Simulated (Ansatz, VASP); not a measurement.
W: VASP beside Ansatz

```xyz
1
Lattice="-1.5842 1.5842 1.5842 1.5842 -1.5842 1.5842 1.5842 1.5842 -1.5842" Properties=species:S:1:pos:R:3 pbc="T T T"
W     0.0000    0.0000    0.0000
```

Alike in both runs: task single point; functional r2SCAN; k mesh 26 × 26 × 26; occupations gaussian, width 0.15 eV; no spin polarisation.

```csv
,VASP,Ansatz
version,VASP 6.6.1,Ansatz 0.2.0
potentials or method,"VASP PAW PBE potentials, release 64 (W_sv), cutoff 520 eV","scalar-relativistic, plane waves, PAW"
valence electrons in the cell,14,14
```

VASP gave:

- gap on the k mesh at the Fermi level (eV): none
- pressure (GPa): 1.4

Problem. What did Ansatz give for the same quantities?

Solution. gap on the k mesh at the Fermi level (eV): none; pressure (GPa): 0.1.

VASP's potentials were made for PBE, not for r2SCAN. A gap of «none» marks a metal or a gap that the smearing closes.

Spin-orbit coupling is off throughout.
